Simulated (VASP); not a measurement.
# SiC4 (P6_3/mmc) in VASP: a series of runs, part 2 of 2

VASP 6.6.1. Earlier steps stand in the parts before.

## (4) Relaxation of cell and atoms, PBE

This run uses another cell than the first one, of 13.29 Å³/atom, 1.051 times its volume.

INCAR

```
SYSTEM = SiC4
  PREC = Accurate
  ENCUT = 600
  EDIFF = 1E-6
  ISMEAR = 0
  SIGMA = 0.1
  LREAL = .False.
  LASPH = .True.
  NELM = 100
  ALGO = Normal
  ISIF = 3
  LWAVE = .False.
  LCHARG = .False.
  GGA = PE
  IBRION = 2
  NSW = 90
  EDIFFG = -0.04
```

KPOINTS

```
regular mesh
0
Gamma
  6 6 1
  0 0 0
```

POSCAR

```
SiC4
1.0
    2.6892640200      0.0000000000      0.0000000000
   -1.3446320100      2.3289709600      0.0000000000
    0.0000000000      0.0000000000     21.2199281800
Si C
2 8
Direct
    0.3333333300      0.6666666700      0.7500000000
    0.6666666700      0.3333333300      0.2500000000
    0.3333333300      0.6666666700      0.9500000000
    0.3333333300      0.6666666700      0.1500000000
    0.3333333300      0.6666666700      0.3500000000
    0.3333333300      0.6666666700      0.5500000000
    0.6666666700      0.3333333300      0.6500000000
    0.6666666700      0.3333333300      0.8500000000
    0.6666666700      0.3333333300      0.0500000000
    0.6666666700      0.3333333300      0.4500000000
```

Started as:

```sh
$ cat potpaw_PBE.64/Si/POTCAR potpaw_PBE.64/C/POTCAR > POTCAR
$ mpirun -np 1 vasp_std > vasp.out
```

It took 15 min on 1 thread of AMD EPYC 9R14 (Zen 4), shared host; peak memory 0.29 GiB.

It converged, with:

```yaml
Free_energy: -82.8036 eV
Relaxed_volume: 13.84 Å³/atom
Relaxed_cell: a = 2.471 Å, b = 2.471 Å, c = 26.179 Å, α = 90.00°, β = 90.00°, γ = 120.00°
Space_group_after_relaxing_to_0.05_Å: P6_3/mmc (No. 194)
Energy_gained_by_relaxing: 4150.0 meV/atom
Ionic_steps: 40
Pressure_after_relaxing: -0.1 GPa
Largest_force_after_relaxing: 0.022 eV/Å
```

Forces in eV/Å, atoms in the order of the input:
```
Si   0.000  0.000  0.000
Si   0.000  0.000  0.000
C    0.000  0.000 -0.007
C    0.000  0.000 -0.022
C    0.000  0.000  0.022
C    0.000  0.000  0.007
C    0.000  0.000 -0.022
C    0.000  0.000  0.022
C    0.000  0.000  0.007
C    0.000  0.000 -0.007
```

Stress tensor (GPa, compression positive):
```
 0.08  0.00  0.00
 0.00  0.08  0.00
 0.00  0.00 -0.35
```

Step by step:
```
step  energy change (eV)  largest force (eV/Å)  pressure (GPa)  volume (Å³)
   1              0.0000                0.0633          -24.65       132.91
   2             -5.3180                0.4317          -16.33        97.31
   3             -6.2321                0.7909           -1.54        85.12
   4             -6.2610                0.8958            2.98        82.64
   5             -7.8056                1.7300           12.47        76.94
   6            -14.8999                4.4542          102.27        56.68
   7            -11.9505                3.8002           19.94        70.25
   8            -16.7914                5.4036           50.17        62.65
   9            -16.7699                5.4397           56.45        61.78
  10            -16.3250                5.5843           72.72        59.71
  11            -16.6214                5.4330           63.78        60.80
  12            -16.8402                5.5347           65.38        60.56
  13            -17.2085                4.8259           70.45        59.79
  14            -17.6970                4.8725           65.52        60.31
  15            -19.0622                5.0381           52.00        61.89
  16            -21.3962                5.3238           30.41        65.13
  17            -24.7564                4.7672           -2.02        71.94
  18            -26.4451                2.4551          -37.77        86.95
  19            -29.0809                2.2138          -38.12        87.72
  20            -34.3801                0.8276          -32.95        89.51
  21            -21.2243                7.0485          -27.44        90.90
  22            -33.8791                3.3029          -30.53        89.95
  23            -34.0537                2.5604          -31.20        89.77
  24            -36.5206                2.3852          -17.31        84.46
  25            -37.8339                1.8995            6.12        79.14
  26            -37.9027                1.7503           18.21        77.12
  27            -37.9112                1.7897           15.77        77.51
  28            -38.4249                1.1244           12.64        79.19
  29            -38.9280                0.1673            6.61        82.64
  30            -38.9611                0.5815            5.06        83.65
  31            -38.9614                0.7839            4.20        84.22
  32            -39.1969                0.7264            3.54        86.35
  33            -39.9670                0.5800            0.33        92.68
  34            -41.0278                0.4135           -1.66       105.12
  35            -41.3177                1.1923            2.40       129.14
  36            -41.4947                0.1646           -0.88       139.16
  37            -41.4948                0.1487           -0.92       139.31
  38            -41.4981                0.0365            0.64       138.06
  39            -41.4989                0.0696            0.19       138.43
  40            -41.4999                0.0221           -0.07       138.40
```

Final structure:
```yaml
crystal:
  lattice:
    - [2.47075, 0.00000, 0.00000]
    - [-1.23537, 2.13973, 0.00000]
    - [0.00000, 0.00000, 26.17874]
  atoms:
    - { symbol: Si, position: [0.33333, 0.66667, 0.75000] }
    - { symbol: Si, position: [0.66667, 0.33333, 0.25000] }
    - { symbol: C, position: [0.33333, 0.66667, 0.90908] }
    - { symbol: C, position: [0.33333, 0.66667, 0.09095] }
    - { symbol: C, position: [0.33333, 0.66667, 0.40905] }
    - { symbol: C, position: [0.33333, 0.66667, 0.59092] }
    - { symbol: C, position: [0.66667, 0.33333, 0.59095] }
    - { symbol: C, position: [0.66667, 0.33333, 0.90905] }
    - { symbol: C, position: [0.66667, 0.33333, 0.09092] }
    - { symbol: C, position: [0.66667, 0.33333, 0.40908] }
```

Levels at points of the mesh, in eV from the Fermi level:
| k point | band 18 | band 19 | band 20 | band 21 | band 22 | band 23 |
| --- | --- | --- | --- | --- | --- | --- |
| (0.00, 0.00, 0.00) | -3.06 | -3.06 | -3.06 | 2.87 | 3.39 | 3.62 |
| (0.50, 0.00, 0.00) | -2.36 | -2.31 | -2.30 | 1.61 | 1.63 | 1.71 |

Caveat: the k points lie up to 0.49 Å⁻¹ apart in the final cell; this functional lacks dispersion, which binds the layers, so the pressure and a relaxed spacing across them are unreliable.

## (5) The runs side by side

| task | cell | cutoff (eV) | gap on the mesh (eV) | pressure (GPa) | largest force (eV/Å) |
| --- | --- | --- | --- | --- | --- |
| single point | a = 2.471, b = 2.471, c = 23.928 Å, angles 90.0, 90.0, 120.0°, 10 atoms | 520 | none | 0.4 | - |
| single point | a = 2.689, b = 2.689, c = 21.220 Å, angles 90.0, 90.0, 120.0°, 10 atoms | 520 | none | -24.6 | 0.06 |
| relaxation of cell and atoms | relaxed from a = 2.689, b = 2.689, c = 21.220 Å, angles 90.0, 90.0, 120.0°, 10 atoms | 600 | - | -0.1 | 0.02 |

Alike in all rows: level PBE; potentials or basis VASP PAW PBE potentials, release 64 (Si, C); no spin polarisation; k mesh 6 × 6 × 1; smearing gaussian 0.1 eV.

Caveats: all runs use coarse meshes; this functional lacks dispersion, which binds the layers, so the pressure and a relaxed spacing across them are unreliable (some runs).

Total energies depend on the potentials used, so only differences within one code and one set of settings carry meaning.
